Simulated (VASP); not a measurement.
A run of VASP 6.6.1:

File INCAR:

```
ALGO     = Normal         # electronic algorithm
EDIFF    = 1E-6           # SCF threshold, eV
ENCUT    = 400            # plane-wave cutoff, eV
GGA      = PE             # functional
GGA_COMPAT= F            
ISIF     = 2              # what is computed and relaxed
ISMEAR   = -1             # smearing method
LASPH    = T              # aspherical terms in the spheres
LCHARG   = F              # write CHGCAR
LREAL    = Auto         
LWAVE    = F              # write WAVECAR
NBANDS   = 150            # bands
NELECT   = 256.0        
NELM     = 120            # most SCF steps
PREC     = Accurate       # precision mode
SIGMA    = 0.01           # smearing width, eV
```

File KPOINTS:

```
k-points
0
Gamma
  2 2 2
```

Contents of POSCAR:

```
K16SCl15
1.0
    0.0000000000      7.2680000000      7.2680000000
    7.2680000000      0.0000000000      7.2680000000
    7.2680000000      7.2680000000      0.0000000000
K S Cl
16 1 15
Direct
    0.0034736114      0.0034736114      0.0034736114
    0.4895791657      0.0034736114      0.0034736114
    0.0034736114      0.4895791657      0.0034736114
    0.0034736114      0.0034736114      0.4895791657
    0.2465263886      0.2465263886      0.2465263886
    0.4993092233      0.4993092233      0.0020723300
    0.4993092233      0.0020723300      0.4993092233
    0.7604208343      0.2465263886      0.2465263886
    0.0020723300      0.4993092233      0.4993092233
    0.2465263886      0.7604208343      0.2465263886
    0.2465263886      0.2465263886      0.7604208343
    0.4993092233      0.4993092233      0.4993092233
    0.7506907767      0.7506907767      0.2479276700
    0.7506907767      0.2479276700      0.7506907767
    0.2479276700      0.7506907767      0.7506907767
    0.7506907767      0.7506907767      0.7506907767
    0.1250000000      0.1250000000      0.1250000000
    0.6250000000      0.1250000000      0.1250000000
    0.1250000000      0.6250000000      0.1250000000
    0.1250000000      0.1250000000      0.6250000000
    0.3750000000      0.3750000000      0.3750000000
    0.6250000000      0.6250000000      0.1250000000
    0.6250000000      0.1250000000      0.6250000000
    0.8679005988      0.3820994012      0.3820994012
    0.1250000000      0.6250000000      0.6250000000
    0.3820994012      0.8679005988      0.3820994012
    0.3820994012      0.3820994012      0.8679005988
    0.6250000000      0.6250000000      0.6250000000
    0.8679005988      0.8679005988      0.3820994012
    0.8679005988      0.3820994012      0.8679005988
    0.3820994012      0.8679005988      0.8679005988
    0.8750000000      0.8750000000      0.8750000000
```

Potentials or basis: VASP PAW PBE potentials, release 64 (K_sv, S, Cl).

The run is started by

```bash
$ cat potpaw_PBE.64/K_sv/POTCAR potpaw_PBE.64/S/POTCAR potpaw_PBE.64/Cl/POTCAR > POTCAR
$ mpirun -np 1 vasp_std > vasp.out
```

Hardware: 1 thread of Intel Xeon 8259CL, on a shared host.

How long does it take, and how much memory?

Wall time 18 min on 1 thread of Intel Xeon 8259CL (shared host), peak memory 0.76 GiB. Counts: scf iterations 16, k points 3.
